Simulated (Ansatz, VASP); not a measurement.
# Two plane-wave programs on Al

INCAR

```
  PREC = Accurate
  ENCUT = 520
  EDIFF = 1E-6
  ISMEAR = 0
  SIGMA = 0.15
  LREAL = F
  LASPH = T
  NELM = 60
  ALGO = Fast
  ISIF = 2
  LWAVE = F
  LCHARG = F
  GGA = PS
  NBANDS = 14
```

KPOINTS

```
regular mesh
0
Gamma
  22 22 7
```

POSCAR

```
Al
1.0
   -1.6064390039      1.6064390039     -1.6064390039
   -1.6064390039     -1.6064390039      1.6064390039
    0.0000000000      8.5470763591      8.5470763591
Al
4
Direct
    0.0000000000      0.0000000000      0.6578315528
    0.5000000000      0.5000000000      0.0939759361
    0.0000000000      0.0000000000      0.2819278084
    0.5000000000      0.5000000000      0.4698796806
```

Input for Ansatz:

```yaml
crystal:
  lattice:
    - [-1.6064390039, 1.6064390039, -1.6064390039]
    - [-1.6064390039, -1.6064390039, 1.6064390039]
    - [0.0, 8.5470763591, 8.5470763591]
  atoms:
    - { symbol: Al, position: [0.0, 0.0, 0.6578315528] }
    - { symbol: Al, position: [0.5, 0.5, 0.0939759361] }
    - { symbol: Al, position: [0.0, 0.0, 0.2819278084] }
    - { symbol: Al, position: [0.5, 0.5, 0.4698796806] }
basis:
  ecutwfc: 420
kpoints:
  mp_grid: { grid: [22, 22, 7] }
hamiltonian:
  xc: pbesol
scf:
  occupations: { method: gaussian, width: 0.15 }
output:
  forces: true
  stress: true
  eigenvalues: true
```

Alike in both runs: task single point; functional PBEsol; k mesh 22 × 22 × 7; occupations gaussian, width 0.15 eV; no spin polarisation.

```csv
,VASP,Ansatz
version,VASP 6.6.1,Ansatz 0.2.0
potentials or method,"VASP PAW PBE potentials, release 64 (Al), cutoff 520 eV","scalar-relativistic, plane waves, PAW"
valence electrons in the cell,12,12
```

```csv
,VASP,Ansatz,Ansatz less VASP
gap on the k mesh at the Fermi level (eV),none,none,-
pressure (GPa),-1.5,-1.5,-0.04
"traceless stress, the component that is largest in VASP (GPa)",-0.82,-0.82,+0.001
rms of the force components (eV/Å),0.053,0.052,-0.0009
```

VASP's potentials were made for PBE, not for PBEsol. Atom by atom the forces differ by 0.002 eV/Å (rms over components). A gap of «none» marks a metal or a gap that the smearing closes.
